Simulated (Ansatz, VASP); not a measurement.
**ZnS in VASP and in Ansatz**

File INCAR:

```
SYSTEM = ZnS
PREC = Accurate
ENCUT = 500
EDIFF = 1E-7
ISMEAR = 0
SIGMA = 0.01
LREAL = .False.
LASPH = .True.
NELM = 120
ALGO = Normal
ISIF = 3
LWAVE = .False.
LCHARG = .False.
IBRION = 2
NSW = 80
EDIFFG = -0.001
GGA_COMPAT = .False.
NELMIN = 4
```

File KPOINTS:

```
Automatic mesh
0
Gamma
  10 10 10
  0 0 0
```

File POSCAR:

```
ZnS
1.0
    0.0000000000      2.6484690878      2.6484690878
    2.6484690878      0.0000000000      2.6484690878
    2.6484690878      2.6484690878      0.0000000000
Zn S
1 1
Direct
    0.2500000000      0.2500000000      0.2500000000
    0.0000000000      0.0000000000      0.0000000000
```

Input for Ansatz:

```yaml
crystal:
  lattice:
    - [0.0, 2.6484690878, 2.6484690878]
    - [2.6484690878, 0.0, 2.6484690878]
    - [2.6484690878, 2.6484690878, 0.0]
  atoms:
    - { symbol: Zn, position: [0.25, 0.25, 0.25] }
    - { symbol: S, position: [0.0, 0.0, 0.0] }
basis:
  ecutwfc: 420
kpoints:
  mp_grid: { grid: [10, 10, 10] }
hamiltonian:
  xc: lda
scf:
  occupations: { method: fixed }
output:
  forces: true
  stress: true
  eigenvalues: true
relax:
  adjacent_minimum: "off"
  f_tol: 0.001
  max_steps: 60
  cell: { stress_tol: 0.01 }
```

Alike in both runs: task relaxation of cell and atoms; functional LDA; k mesh 10 × 10 × 10; no spin polarisation.

|  | VASP | Ansatz |
| --- | --- | --- |
| version | VASP 6.6.1 | Ansatz 0.2.0 |
| potentials or method | VASP PAW LDA potentials, release 64 (Zn, S), cutoff 500 eV | scalar-relativistic, plane waves, PAW |
| occupations | gaussian, width 0.01 eV | fixed |
| valence electrons in the cell | 18 | 18 |

VASP gave:

```
gap on the k mesh at the Fermi level, each at its own relaxed structure (eV) : 2.15
relaxed volume (Å³/atom)                                                     : 18.63
relaxed cell length with the largest relative difference (Å)                 : 3.749
```

Question: What did Ansatz give for the same quantities?

Answer: gap on the k mesh at the Fermi level, each at its own relaxed structure (eV): 2.13; relaxed volume (Å³/atom): 18.58; relaxed cell length with the largest relative difference (Å): 3.745.

LDA's correlation is that of Perdew and Zunger in VASP and of Perdew and Wang (1992) in Ansatz.
